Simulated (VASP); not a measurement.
The system is Si.

```
CELL_PARAMETERS angstrom
0.00000 2.72211 2.72211
2.72211 0.00000 2.72211
2.72211 2.72211 0.00000
ATOMIC_POSITIONS crystal
Si 0.50171 0.48544 0.50358
Si 0.74829 0.76456 0.74642
```

| Property | Result |
| --- | --- |
| Program | VASP 6.6.1 |
| Task | relaxation of cell and atoms |
| Functional | r2SCAN |
| Potentials or basis | VASP PAW PBE potentials, release 64 (Si) |
| Cutoff | 600 eV |
| k mesh | 8 × 8 × 8 |
| Occupations | gaussian, width 0.05 eV |
| Spin | no spin polarisation |

At the start: pressure 0.1 GPa; volume 20.17 Å³/atom.

Q: How do energy, volume and symmetry change on relaxing?

A: Over 9 steps the energy falls by 34.4 meV/atom and the volume is 20.13 Å³/atom (-0.2 %); space group R-3m (No. 166, to 0.1 Å) before, Fd-3m (No. 227, to 0.1 Å).

Step by step:
| step | energy change (eV) | largest force (eV/Å) | pressure (GPa) | volume (Å³) |
| --- | --- | --- | --- | --- |
| 1 | 0.0000 | 1.4770 | 0.14 | 40.34 |
| 2 | -0.0067 | 0.9371 | 0.21 | 40.42 |
| 3 | -0.0618 | 0.1617 | -0.35 | 40.39 |
| 4 | -0.0618 | 0.1788 | -0.35 | 40.39 |
| 5 | -0.0678 | 0.0647 | 0.23 | 40.15 |
| 6 | -0.0679 | 0.0848 | 0.33 | 40.11 |
| 7 | -0.0686 | 0.0455 | -0.09 | 40.28 |
| 8 | -0.0688 | 0.0167 | 0.04 | 40.23 |
| 9 | -0.0688 | 0.0086 | -0.03 | 40.26 |

Final structure:
```yaml
crystal:
  lattice:
    - [-0.00028, 2.72010, 2.71985]
    - [2.72022, -0.00065, 2.72010]
    - [2.71991, 2.72007, -0.00025]
  atoms:
    - { symbol: Si, position: [0.49996, 0.50008, 0.49997] }
    - { symbol: Si, position: [0.75004, 0.74992, 0.75003] }
```

Caveat: the PAW data sets were made with another functional, which shifts forces and pressure a little.
